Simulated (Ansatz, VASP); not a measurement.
**H in VASP and in Ansatz**

```
H
1.0
     0.00000    5.11570    4.42289
     0.00000   -5.11570    4.42289
     5.44296    0.00000   -4.42289
H
15
Direct
  0.54605 0.00576 0.50000
  0.54929 0.50105 0.98703
  0.06226 0.01402 0.01297
  0.50713 0.44442 0.50000
  0.98107 0.94170 0.50000
  0.99790 0.45045 0.00832
  0.48958 0.94213 0.99168
  0.51195 0.55614 0.50000
  0.99393 0.05409 0.50000
  0.99620 0.54275 0.97485
  0.52135 0.06791 0.02515
  0.96497 0.49800 0.50000
  0.43384 0.98857 0.50000
  0.44511 0.49333 0.00185
  0.94326 0.99149 0.99815
```

Change from the starting cell: H vacancy, atoms relaxed.

Alike in both runs: functional PBE; k mesh 4 × 4 × 4; occupations gaussian, width 0.05 eV; no spin polarisation.

Ansatz relaxed the structure, and its values are those at the end. VASP's run is a single point on that final structure, the one shown.

|  | VASP | Ansatz |
| --- | --- | --- |
| version | VASP 6.6.1 | Ansatz 0.2.0 |
| potentials or method | VASP PAW PBE potentials, release 64 (H), cutoff 520 eV | scalar-relativistic, plane waves, PAW |
| valence electrons in the cell | 15 | 15 |

```csv
,VASP,Ansatz,Ansatz less VASP
gap on the k mesh at the Fermi level (eV),none,none,-
pressure (GPa),-0.2,-0.1,+0.15
rms of the force components (eV/Å),0.013,0.008,-0.0051
```

A gap of «none» marks a metal or a gap that the smearing closes. Ansatz's warnings: stress scf threshold loose.
